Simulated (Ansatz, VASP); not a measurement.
## Ti: VASP beside Ansatz

```
Ti
1.0
     0.00000    2.03674    2.03674
     2.03674    0.00000    2.03674
     2.03674    2.03674    0.00000
Ti
1
Direct
  0.00000 0.00000 0.00000
```

Change from the starting cell: volume scaled by 1.01, crystal datasets.

Alike in both runs: task electric field gradients; functional PBE; k mesh 15 × 15 × 15; occupations fermi-dirac, width 0.05 eV; no spin polarisation.

|  | VASP | Ansatz |
| --- | --- | --- |
| version | VASP 6.6.1 | Ansatz 0.2.0 |
| potentials or method | VASP PAW PBE potentials, release 64 (Ti_sv), cutoff 520 eV | all-electron PAW with datasets made for the crystal, scalar-relativistic |

VASP gave:

```
pressure (GPa) : 3.0
```

Q: What did Ansatz give for the same quantities?

A: Pressure (GPa): 3.3.

Ansatz ran all-electron here, and VASP with PAW potentials.
